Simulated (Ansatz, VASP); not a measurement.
**SnSe: VASP beside Ansatz**

```
Sn Se
1.0
     0.00000    2.91970    3.01000
     2.91970    0.00000    3.01000
     2.91970    2.91970    0.00000
Sn Se
1 1
Direct
  0.00000 0.00000 0.00000
  0.50000 0.50000 0.50000
```

Change from the starting cell: equal xx and yy strain of -3 %, crystal datasets.

Alike in both runs: task electric field gradients; functional LDA; k mesh 9 × 9 × 9; occupations fermi-dirac, width 0.02 eV; no spin polarisation.

|  | VASP | Ansatz |
| --- | --- | --- |
| version | VASP 6.6.1 | Ansatz 0.2.0 |
| potentials or method | VASP PAW LDA potentials, release 64 (Sn_d, Se), cutoff 520 eV | all-electron PAW with datasets made for the crystal, scalar-relativistic |

```csv
,VASP,Ansatz,Ansatz less VASP
pressure (GPa),0.2,0.1,-0.09
"traceless stress, the component that is largest in VASP (GPa)",-2.80,-2.77,+0.025
size of Vzz on the site where it differs most (V/Å²),44.3,45.3,+1.05
```

LDA's correlation is that of Perdew and Zunger in VASP and of Perdew and Wang (1992) in Ansatz. Ansatz ran all-electron here, and VASP with PAW potentials.
